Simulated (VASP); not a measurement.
# KI (wurtzite type) (P6_3/mmc) in VASP: a series of runs

KI (wurtzite type) is run at these levels: PBE; tasks: single point.

Program: VASP 6.6.1. These are calculated values, not measurements. Logs are shortened: lines on timing, memory, paths and dates and some standing lists are left out, and cuts for length are marked.

## Step 1: The cell of the first run

It takes space group P6_3/mmc (No. 194, hexagonal). Conventional cell: a = 6.086 Å, b = 6.086 Å, c = 7.119 Å, α = 90.00°, β = 90.00°, γ = 120.00°. Within 4.6 Å of K (site symmetry -6m2) lie 5 I at 3.51 to 3.56 Å. Within 4.6 Å of I (site symmetry -6m2) lie 5 K at 3.51 to 3.56 Å.

## Step 2: Single point, PBE

Contents of INCAR:

```
PREC = Accurate
ENCUT = 520
EDIFF = 1E-6
ISMEAR = -1
SIGMA = 0.05
LREAL = False
LASPH = True
NELM = 60
ALGO = Normal
ISIF = 2
LWAVE = False
LCHARG = False
GGA = PE
NBANDS = 24
```

Contents of KPOINTS:

```
Automatic mesh
0
Gamma
  8 8 5
```

Contents of POSCAR:

```
KI
1.0
    6.0861433935      0.0000000000      0.0000000000
   -3.0430716968      5.2707547898      0.0000000000
    0.0000000000      0.0000000000      7.1187877264
K I
2 2
Direct
    0.3333333333      0.6666666667     -0.0620062688
    0.6666666667      0.3333333333      0.4379937312
    0.3333333333      0.6666666667      0.4380062688
    0.6666666667      0.3333333333      0.9380062688
```

Potentials or basis: VASP PAW PBE potentials, release 64 (K_sv, I).

Started as:

```bash
$ cat potpaw_PBE.64/K_sv/POTCAR potpaw_PBE.64/I/POTCAR > POTCAR
$ mpirun -np 1 vasp_std > vasp.out
```

OUTCAR:

```text
PREC = Accurate
   ENCUT = 520
   EDIFF = 1E-6
   ISMEAR = -1
   LREAL = False
   LASPH = True
   NELM = 60
   ISIF = 2
   GGA = PE

 ion  position               nearest neighbor table
   1  0.333  0.667  0.938-   4 3.51   4 3.51   4 3.51   3 3.56   3 3.56
   2  0.667  0.333  0.438-   3 3.51   3 3.51   3 3.51   4 3.56   4 3.56
   3  0.333  0.667  0.438-   2 3.51   2 3.51   2 3.51   1 3.56   1 3.56
   4  0.667  0.333  0.938-   1 3.51   1 3.51   1 3.51   2 3.56   2 3.56

  LATTYP: Found a hexagonal cell.
 ALAT       =     6.0861433935
 C/A-ratio  =     1.1696713774

  Lattice vectors:

 A1 = (   6.0861433935,   0.0000000000,   0.0000000000)
 A2 = (  -3.0430716968,   5.2707547898,   0.0000000000)
 A3 = (   0.0000000000,   0.0000000000,   7.1187877264)

Analysis of symmetry for initial positions (statically):
=====================================================================
 Subroutine PRICEL returns:
 Original cell was already a primitive cell.

 Routine SETGRP: Setting up the symmetry group for a
 hexagonal supercell.

 Subroutine GETGRP returns: Found 12 space group operations
 (whereof  6 operations were pure point group operations)
 out of a pool of 24 trial point group operations.

The static configuration has the point symmetry C_3v.
 The point group associated with its full space group is C_6v.

Analysis of symmetry for dynamics (positions and initial velocities):
=====================================================================
 Subroutine PRICEL returns:
 Original cell was already a primitive cell.

 Routine SETGRP: Setting up the symmetry group for a
 hexagonal supercell.

 Subroutine GETGRP returns: Found 12 space group operations
 (whereof  6 operations were pure point group operations)
 out of a pool of 24 trial point group operations.

The dynamic configuration has the point symmetry C_3v.
 The point group associated with its full space group is C_6v.

 Subroutine INISYM returns: Found 12 space group operations
 (whereof  6 operations are pure point group operations),
 and found     1 'primitive' translations

----------------------------------------------------------------------------------------

                                     Primitive cell

  volume of cell :     228.3605

  direct lattice vectors                    reciprocal lattice vectors
     6.086143394  0.000000000  0.000000000     0.164307663  0.094863074  0.000000000
    -3.043071697  5.270754790  0.000000000     0.000000000  0.189726147  0.000000000
     0.000000000  0.000000000  7.118787726     0.000000000  0.000000000  0.140473356

  length of vectors
     6.086143394  6.086143393  7.118787726     0.189726147  0.189726147  0.140473356

  position of ions in fractional coordinates (direct lattice)
     0.333333333  0.666666667  0.937993731
     0.666666667  0.333333333  0.437993731
     0.333333333  0.666666667  0.438006269
     0.666666667  0.333333333  0.938006269

  ion indices of the primitive-cell ions
   primitive index   ion index
                 1           1
                 2           2
                 3           3
                 4           4

----------------------------------------------------------------------------------------

 KPOINTS: Automatic mesh

Automatic generation of k-mesh.
 Grid dimensions read from file:
 generate k-points for:    8    8    5

 Generating k-lattice:

  Cartesian coordinates                     Fractional coordinates (reciprocal lattice)
     0.020538458  0.011857884  0.000000000     0.125000000  0.000000000  0.000000000
     0.000000000  0.023715768  0.000000000     0.000000000  0.125000000  0.000000000
     0.000000000  0.000000000  0.028094671     0.000000000  0.000000000  0.200000000

  Length of vectors
     0.023715768  0.023715768  0.028094671

  Shift w.r.t. Gamma in fractional coordinates (k-lattice)
     0.000000000  0.000000000  0.000000000

 Subroutine IBZKPT returns following result:
 ===========================================

 Found     30 irreducible k-points:

 Following reciprocal coordinates:
            Coordinates               Weight
  0.000000  0.000000  0.000000      1.000000
  0.125000 -0.000000  0.000000      6.000000
  0.250000 -0.000000  0.000000      6.000000
  0.375000 -0.000000  0.000000      6.000000
  0.500000 -0.000000  0.000000      3.000000
  0.125000  0.125000  0.000000      6.000000
[... 16 lines left out ...]
  0.250000 -0.000000  0.400000     12.000000
  0.375000 -0.000000  0.400000     12.000000
 [... further k-points ...]
   k-points           NKPTS =     30   k-points in BZ     NKDIM =     30   number of bands    NBANDS=     24
   number of dos      NEDOS =    301   number of ions     NIONS =      4
   total plane-waves  NPLWV = 124416
   dimension x,y,z NGX =    48 NGY =   48 NGZ =   54
   dimension x,y,z NGXF=    96 NGYF=   96 NGZF=  108
   ions per type =               2   2
   NGX,Y,Z   is equivalent  to a cutoff of  13.11, 13.11, 12.61 a.u.
   NGXF,Y,Z  is equivalent  to a cutoff of  26.22, 26.22, 25.22 a.u.
 SYSTEM =  unknown system
   PREC   = accura    normal or accurate (medium, high low for compatibility)
   ISTART =      0    job   : 0-new  1-cont  2-samecut
   ICHARG =      2    charge: 1-file 2-atom 10-const
   ISPIN  =      1    spin polarized calculation?
   LNONCOLLINEAR =      F non collinear calculations
   LSORBIT =      F    spin-orbit coupling
   LASPH  =      T    aspherical Exc in radial PAW
   ENCUT  =  520.0 eV  38.22 Ry    6.18 a.u.  11.32 11.32 13.24*2*pi/ulx,y,z
   NELM   =     60;   NELMIN=  2; NELMDL= -5     # of ELM steps
   EDIFF  = 0.1E-05   stopping-criterion for ELM
   LREAL  =      F    real-space projection
   EDIFFG = 0.1E-04   stopping-criterion for IOM
   NSW    =      0    number of steps for IOM
   IBRION =     -1    ionic relax: 0-MD 1-quasi-New 2-CG
   NFREE  =      0    steps in history (QN), initial steepest desc. (CG)
   ISIF   =      2    stress and relaxation
   ISYM   =      2    0-nonsym 1-usesym 2-fastsym
   POTIM  = 0.5000    time-step for ionic-motion
   TEBEG  =    0.0;   TEEND  =   0.0 temperature during run
   PSTRESS=    0.0 pullay stress
   NELECT =      32.0000    total number of electrons
   NUPDOWN=      -1.0000    fix difference up-down
   EMIN   =  10.00;   EMAX   =-10.00  energy-range for DOS
   EFERMI =   0.00;   METHOD = LEGACY
   ISMEAR =    -1;   SIGMA  =   0.05  broadening in eV -4-tet -1-fermi 0-gaus
   EFERMI_NEDOS =   21; number of points for ismear=-14 and -15
   IALGO  =     38    algorithm
   IMIX   =      4    mixing-type and parameters
     AMIX     =   0.40;   BMIX     =  1.00
     AMIX_MAG =   1.60;   BMIX_MAG =  1.00
  volume/ion in A,a.u.               =      57.09       385.26
  Fermi-wavevector in a.u.,A,eV,Ry     =   0.850324  1.606880  9.837707  0.723051
  Thomas-Fermi vector in A             =   1.966283
   LORBIT       =      0    0 simple, 1 ext, 2 COOP (PROOUT), +10 PAW based schemes
   GGA     = PE    functional components
   LHFCALC =     F    Hartree Fock is set to
   AEXX    =    0.0000 exact exchange contribution
   IVDW    =     0    specifies the selected vdW correction
   LEPSILON=     F    determine dielectric tensor
   LRPA    =     F    only Hartree local field effects (RPA)
 non-spin polarized calculation
  energy-cutoff  :      520.00
  volume of cell :      228.36
 maximum number of plane-waves:      6185
 NGX is ok and might be reduce to    48
   NGX = 23   NGY = 23   NGZ = 27

 number of electron      32.0000003 magnetization

 Free energy of the ion-electron system (eV)
  ---------------------------------------------------
  ext. energy  EPLUGINS =         0.00000000
  ---------------------------------------------------
  free energy    TOTEN  =       -10.97153430 eV

  energy without entropy =      -10.97153430  energy(sigma->0) =      -10.97153430

 E-fermi :  -0.4551     XC(G=0):  -6.0468

 val. band max:       -1.5796089231   @ k =   0.0000   0.0000   0.0000
 cond. band min:       2.1714928336   @ k =   0.0000   0.0000   0.0000
 fundamental gap:      3.7511017566
 Fermi energy:        -0.4551214686

 k-point     1 :       0.0000    0.0000    0.0000
  band No.  band energies     occupation
      1     -30.2625      2.00000
      2     -30.2606      2.00000
      3     -13.7696      2.00000
      4     -13.7682      2.00000
      5     -13.7682      2.00000
      6     -13.7551      2.00000
[... 16 lines left out ...]
     23       5.4518      0.00000
     24       6.4609      0.00000

 k-point     2 :       0.1250   -0.0000    0.0000
  band No.  band energies     occupation
      1     -30.2625      2.00000
      2     -30.2606      2.00000
      3     -13.7731      2.00000
      4     -13.7688      2.00000
      5     -13.7685      2.00000
      6     -13.7609      2.00000
[... 16 lines left out ...]
     23       5.6568      0.00000
     24       5.9719      0.00000

 k-point     3 :       0.2500   -0.0000    0.0000
  band No.  band energies     occupation
      1     -30.2622      2.00000
      2     -30.2608      2.00000
      3     -13.7850      2.00000
      4     -13.7748      2.00000
      5     -13.7701      2.00000
      6     -13.7652      2.00000
[... 16 lines left out ...]
     23       5.7135      0.00000
     24       5.9009      0.00000
[... 514 lines left out ...]
 k-point    23 :       0.2500   -0.0000    0.4000
  band No.  band energies     occupation
      1     -30.2617      2.00000
      2     -30.2613      2.00000
      3     -13.8083      2.00000
      4     -13.8036      2.00000
      5     -13.7648      2.00000
      6     -13.7602      2.00000
[... 16 lines left out ...]
     23       5.7504      0.00000
     24       6.1693      0.00000

 k-point    24 :       0.3750   -0.0000    0.4000
  band No.  band energies     occupation
      1     -30.2616      2.00000
      2     -30.2613      2.00000
      3     -13.8228      2.00000
      4     -13.8196      2.00000
      5     -13.7657      2.00000
      6     -13.7607      2.00000
[... 16 lines left out ...]
     23       5.7761      0.00000
     24       5.8774      0.00000

 [... further k-points ...]

------------------------ aborting loop because EDIFF is reached ----------------------------------------

  FORCE on cell =-STRESS in cart. coord.  units (eV):
  Direction    XX          YY          ZZ          XY          YZ          ZX
  --------------------------------------------------------------------------------------
  -------------------------------------------------------------------------------------
  Total        0.0408220      0.0408220      0.0228397     -0.0000000      0.0000000      0.0000000
  in kB        0.2864074      0.2864074      0.1602435     -0.0000000      0.0000000      0.0000000
  external PRESSURE =       0.2443528 kB  Pullay stress =       0.0000000 kB

 VOLUME and BASIS-vectors are now :
 -----------------------------------------------------------------------------
  energy-cutoff  :      520.00
  volume of cell :      228.36
      direct lattice vectors                 reciprocal lattice vectors
     6.086143394  0.000000000  0.000000000     0.164307663  0.094863074  0.000000000
    -3.043071697  5.270754790  0.000000000     0.000000000  0.189726147  0.000000000
     0.000000000  0.000000000  7.118787726     0.000000000  0.000000000  0.140473356

 POSITION                                       TOTAL-FORCE (eV/Angst)
 -----------------------------------------------------------------------------------
     -0.00000      3.51384      6.67738         0.000000     -0.000000      0.000099
      3.04307      1.75692      3.11798        -0.000000     -0.000000      0.000099
     -0.00000      3.51384      3.11807         0.000000     -0.000000     -0.000099
      3.04307      1.75692      6.67747        -0.000000      0.000000     -0.000099
 -----------------------------------------------------------------------------------
    total drift:                               -0.000000      0.000000      0.000272

  FREE ENERGIE OF THE ION-ELECTRON SYSTEM (eV)
  ---------------------------------------------------
  free  energy   TOTEN  =       -10.9715343034 eV

  energy  without entropy=      -10.9715343033  energy(sigma->0) =      -10.97153430
```

It took 2 min on 1 thread of Intel Xeon 6975P-C (Granite Rapids), shared host; peak memory 0.41 GiB.

Results:

| Quantity | Value |
| --- | --- |
| Free energy | -10.9715 eV |
| Pressure | 0.0 GPa |
| Band gap on the k mesh | 3.75 eV |

Caveat: spin-orbit coupling is left out, which moves the levels of the heavy elements; an odd mesh through Γ misses points on the zone boundary, where band edges can lie.

## Step 3: Single point, PBE

Contents of INCAR:

```
SYSTEM = KI
  ALGO = Normal
  EDIFF = 1E-7
  ENCUT = 520
  GGA = PE
  ISIF = 2
  ISMEAR = -1
  LASPH = .True.
  LCHARG = .True.
  LELF = .True.
  LREAL = .False.
  LVHAR = .True.
  LWAVE = .False.
  NBANDS = 24
  NELM = 100
  PREC = Accurate
  SIGMA = 0.05
```

Contents of KPOINTS:

```
k-points
0
Gamma
  8 8 5
  0 0 0
```

POSCAR is that of step 2.

Potentials or basis: VASP PAW PBE potentials, release 64 (K_sv, I).

Started as:

```bash
$ cat potpaw_PBE.64/K_sv/POTCAR potpaw_PBE.64/I/POTCAR > POTCAR
$ mpirun -np 1 vasp_std > vasp.out
```

Run time: 1.9 min. Hardware: 1 thread of Intel Xeon 6975P-C (Granite Rapids), shared host; peak memory 0.42 GiB.

The run converged. Its results:

```yaml
Free_energy: -10.9715 eV
Pressure: 0.0 GPa
Band_gap_on_the_k_mesh: 3.75 eV
```

Levels at points of the mesh, in eV from the valence-band top:
```csv
k point,band 12,band 13,band 14,band 15,band 16,band 17,band 18,band 19,band 20,band 21
"(0.00, 0.00, 0.00)",-0.51,-0.51,-0.27,-0.27,0.00,3.75,5.72,6.36,6.36,7.02
"(0.50, 0.00, 0.00)",-0.57,-0.54,-0.48,-0.29,-0.15,5.34,5.51,5.84,5.86,6.48
```

Caveat: spin-orbit coupling is left out, which moves the levels of the heavy elements; an odd mesh through Γ misses points on the zone boundary, where band edges can lie.
